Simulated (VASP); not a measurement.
# ZnSe: single point with LDA

Crystal: ZnSe.

```
Zn Se
1.0
     3.92270    0.00000    0.00000
     0.00000    3.92270    0.00000
     0.00000    0.00000    5.88690
Zn Se
2 2
Direct
  0.00000 0.00000 0.00000
  0.50000 0.50000 0.00000
  0.00000 0.50000 0.27970
  0.50000 0.00000 0.72030
```

- Program: VASP 6.6.1
- Task: single point
- Functional: LDA
- Potentials or basis: VASP PAW LDA potentials, release 64 (Zn, Se)
- Cutoff: 520 eV
- k mesh: 8 × 8 × 6
- Occupations: gaussian, width 0.05 eV
- Spin: no spin polarisation
- Dipole correction: no
- Further INCAR settings: ALGO = Normal; EDIFF = 1e-07; NBANDS = 26

```yaml
Pressure: -4.6 GPa
Largest_force: 1.300 eV/Å
Band_gap_on_the_k_mesh: 1.23 eV, direct
```

Forces in eV/Å, atoms in the order of the input:
```
Zn   0.000  0.000  0.000
Zn   0.000  0.000  0.000
Se   0.000  0.000 -1.300
Se   0.000  0.000  1.300
```

Stress tensor (GPa, compression positive):
```
-2.69  0.00  0.00
 0.00 -2.69  0.00
 0.00  0.00 -8.54
```

Levels at points of the mesh, in eV from the valence-band top:
```
           k point  band 16  band 17  band 18  band 19  band 20  band 21
(0.00, 0.00, 0.00)    -0.63     0.00     0.00     1.23     2.25     2.92
(0.50, 0.00, 0.00)    -2.54    -0.74    -0.74     3.56     3.56     4.96
(0.50, 0.50, 0.00)    -2.69    -2.39    -2.39     2.28     2.28     2.32
(0.00, 0.00, 0.50)    -1.84    -0.64    -0.64     2.45     3.12     3.57
(0.50, 0.00, 0.50)    -1.16    -0.70    -0.70     1.93     1.93     5.33
(0.50, 0.50, 0.50)    -3.23    -3.03    -3.03     3.92     3.92     4.12
```

Wall time 55 s on 1 thread of Intel(R) Xeon(R) 6975P-C (Granite Rapids), on a shared host, peak memory 0.24 GiB.

Caveat: forces of over 1 eV/Å act on the atoms, so gaps and moduli don't describe the material at rest. LDA gaps usually lie below the measured ones, often by a third to a half.
